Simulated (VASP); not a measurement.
## ZnCu: single point with PBE

Crystal: ZnCu.

```
Zn Cu
1.0
     1.43669   -2.04807    0.00000
     1.43669    2.04807    0.00000
     0.00000    0.00000    3.99785
Zn Cu
1 1
Direct
  0.50000 0.50000 0.50000
  0.00000 0.00000 0.00000
```

* Program: VASP 6.6.1
* Task: single point
* Functional: PBE
* Potentials or basis: VASP PAW PBE potentials, release 64 (Zn, Cu)
* Cutoff: 520 eV
* k mesh: 14 × 14 × 8
* Occupations: gaussian, width 0.05 eV
* Spin: no spin polarisation
* Dipole correction: no
* Further INCAR settings: ALGO = Normal; EDIFF = 1e-07; NBANDS = 18

| Property | Result |
| --- | --- |
| Pressure | 16.3 GPa |
| Band gap on the k mesh | zero (an odd number of electrons rules out a gap without spin polarisation) |

Stress tensor (GPa, compression positive):
```
17.69  0.00  0.00
 0.00 15.66  0.00
 0.00  0.00 15.53
```

Levels at points of the mesh, in eV from the Fermi level:
```tsv
k point	band 10	band 11	band 12	band 13	band 14	band 15
(0.00, 0.00, 0.00)	-2.65	-2.55	-1.96	2.59	15.30	15.85
(0.50, 0.00, 0.00)	-2.74	-2.36	-0.74	7.01	7.17	7.30
(0.50, 0.50, 0.00)	-2.39	-1.90	1.99	6.35	6.50	6.82
(0.00, 0.00, 0.50)	-2.87	-2.71	-2.57	12.13	12.58	18.00
(0.50, 0.00, 0.50)	-2.69	-2.24	-1.65	1.63	2.91	14.80
(0.50, 0.50, 0.50)	-1.90	1.28	1.85	1.96	4.01	9.12
```

Run time: 2 min on 1 thread of AMD EPYC 7R43 64-Core Processor (Zen 3), with other jobs on the host, peak memory 0.2 GiB.

Caveat: the cell stands under pressure.
